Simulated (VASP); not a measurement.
A run of VASP 6.6.1:

The input INCAR:

```
SYSTEM = In
ALGO = Normal
EDIFF = 1E-7
ENCUT = 520
GGA = PE
ISIF = 2
ISMEAR = -1
LASPH = .True.
LCHARG = .False.
LREAL = .False.
LWAVE = .False.
NBANDS = 12
NELM = 80
PREC = Accurate
SIGMA = 0.1
```

File KPOINTS:

```
k-points
0
Gamma
  11 11 11
  0 0 0
```

The input POSCAR:

```
In
1.0
    3.1316191660      0.0000000000      0.0000000000
    0.0000000000      3.1316191660      0.0000000000
    0.0000000000      0.0000000000      3.1316191660
In
1
Direct
    0.0000000000      0.0000000000      0.0000000000
```

Potentials or basis: VASP PAW PBE potentials, release 64 (In_d).

Run with:

```bash
$ cat potpaw_PBE.64/In_d/POTCAR > POTCAR
$ mpirun -np 1 vasp_std > vasp.out
```

Hardware: 1 thread of Intel(R) Xeon(R) Platinum 8559C (Emerald Rapids), on a shared host.

Q: Estimate the wall time of this run.

A: Wall time 8.4 s on 1 thread of Intel(R) Xeon(R) Platinum 8559C (Emerald Rapids), on a shared host, peak memory 0.14 GiB. Counts: scf iterations 13, k points 56.
